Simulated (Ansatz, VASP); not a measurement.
# One calculation of KI, two programs

```
K I
1.0
     4.45185    0.00000    0.00000
     0.00000    4.45185    0.00000
     0.00000    0.00000    4.26797
K I
1 1
Direct
  0.00000 0.00000 0.00000
  0.50000 0.50000 0.50000
```

Change from the starting cell: epitaxial_xy strain +3.8%.

Alike in both runs: task single point; functional r2SCAN; k mesh 6 × 6 × 6; no spin polarisation.

|  | VASP | Ansatz |
| --- | --- | --- |
| version | VASP 6.6.1 | Ansatz 0.2.0 |
| potentials or method | VASP PAW PBE potentials, release 64 (K_sv, I) | plane waves, PAW |
| plane-wave cutoff (eV) | 550 | 500 |
| occupations | gaussian, width 0.01 eV | fixed |
| valence electrons in the cell | 16 | 26 |

|  | VASP | Ansatz | Ansatz less VASP |
| --- | --- | --- | --- |
| gap on the k mesh at the Fermi level (eV) | 3.68 | 3.68 | +0.002 |
| pressure (GPa) | -0.8 | -0.8 | 0.00 |
| traceless stress, the component that is largest in VASP (GPa) | 0.83 | 0.83 | 0.000 |

VASP's potentials were made for PBE, not for r2SCAN. VASP's potentials hold 16 valence electrons a cell and Ansatz's 26, so a difference there can come from the potentials and not from the codes.

Neither program's run includes spin-orbit coupling.
